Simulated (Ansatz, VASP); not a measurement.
# BN: VASP beside Ansatz

Contents of INCAR:

```
PREC     = Accurate       # precision mode
ENCUT    = 520            # plane-wave cutoff, eV
EDIFF    = 1E-6           # SCF threshold, eV
ISMEAR   = 0              # smearing method
SIGMA    = 0.01           # smearing width, eV
LREAL    = False          # projectors in reciprocal space
LASPH    = True           # aspherical terms in the spheres
NELM     = 80             # most SCF steps
ALGO     = Normal         # electronic algorithm
ISIF     = 2              # what is computed and relaxed
LWAVE    = False          # write WAVECAR
LCHARG   = False          # write CHGCAR
GGA      = PS             # functional
NBANDS   = 26             # bands
```

KPOINTS

```
regular mesh
0
Gamma
  4 8 6
```

File POSCAR:

```
BN
1.0
    4.8800890000      0.0000000000      0.0000000000
    0.0000000000      2.5914640000      0.0000000000
    0.0000000000      0.0000000000      4.2920490000
B N
4 4
Direct
    0.6595870000      0.7500000000      0.0929040000
    0.8404130000      0.2500000000      0.5929040000
    0.1595870000      0.7500000000      0.4070960000
    0.3404130000      0.2500000000      0.9070960000
    0.8211300000      0.7500000000      0.3935140000
    0.1788700000      0.2500000000      0.6064860000
    0.6788700000      0.2500000000      0.8935140000
    0.3211300000      0.7500000000      0.1064860000
```

Input for Ansatz:

```yaml
crystal:
  lattice:
    - [4.880089, 0.0, 0.0]
    - [0.0, 2.591464, 0.0]
    - [0.0, 0.0, 4.292049]
  atoms:
    - { symbol: B, position: [0.659587, 0.75, 0.092904] }
    - { symbol: B, position: [0.840413, 0.25, 0.592904] }
    - { symbol: B, position: [0.159587, 0.75, 0.407096] }
    - { symbol: B, position: [0.340413, 0.25, 0.907096] }
    - { symbol: "N", position: [0.82113, 0.75, 0.393514] }
    - { symbol: "N", position: [0.17887, 0.25, 0.606486] }
    - { symbol: "N", position: [0.67887, 0.25, 0.893514] }
    - { symbol: "N", position: [0.32113, 0.75, 0.106486] }
basis:
  ecutwfc: 435.382179935808
kpoints:
  mp_grid:
    grid: [4, 8, 6]
  band_path:
    path:
      - [0.0, 0.0, 0.0]
      - [0.5, 0.0, 0.0]
      - [0.5, 0.5, 0.0]
      - [0.0, 0.5, 0.0]
      - [0.0, 0.0, 0.0]
      - [0.0, 0.0, 0.5]
    npoints: 6
hamiltonian:
  xc: pbesol
  pseudopotentials:
    kind: paw
scf:
  n_extra_bands: 6
  occupations:
    method: fixed
output:
  write_density: true
  volumetric_format: [cube, npy]
```

Alike in both runs: task single point; functional PBEsol; k mesh 4 × 8 × 6; no spin polarisation.

```csv
,VASP,Ansatz
version,VASP 6.6.1,Ansatz 0.2.0
potentials or method,"VASP PAW PBE potentials, release 64 (B, N), cutoff 520 eV","plane waves, PAW"
occupations,"gaussian, width 0.01 eV",fixed
valence electrons in the cell,32,32
```

|  | VASP | Ansatz | Ansatz less VASP |
| --- | --- | --- | --- |
| gap on the k mesh at the Fermi level (eV) | 5.62 | 5.63 | +0.008 |

VASP's potentials were made for PBE, not for PBEsol.
